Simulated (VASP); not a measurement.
The system is PbS.

```xyz
2
Lattice="4.0897 0.0000 0.0000 -2.0448 3.5418 0.0000 0.0000 0.0000 3.7882" Properties=species:S:1:pos:R:3 pbc="T T T"
Pb    0.0000    0.0000    0.0000
S     2.0449    1.1806    1.8941
```

Base run:

* Program: VASP 6.6.1
* Functional: PBEsol
* Potentials or basis: VASP PAW PBE potentials, release 64 (Pb_d, S)
* Cutoff: 500 eV
* k mesh: 6 × 6 × 6
* Occupations: fermi-dirac, width 0.05 eV
* Spin: no spin polarisation

Its results: band gap on the k mesh zero (band 10 reaches 5.18 eV, above the bottom of band 11 at 4.64 eV); pressure -3.0 GPa.

Problem. The run is repeated on the same cell with these changes: functional from PBEsol to BLYP. What comes out?

Solution. Band gap on the k mesh zero (band 10 reaches 5.68 eV, above the bottom of band 11 at 5.33 eV); pressure 3.2 GPa.

BLYP binds less tightly than PBEsol, so the same cell stands under more pressure.

Caveats: the PAW data sets were made with another functional, which shifts forces and pressure a little; spin-orbit coupling is left out, which moves the levels of the heavy elements.
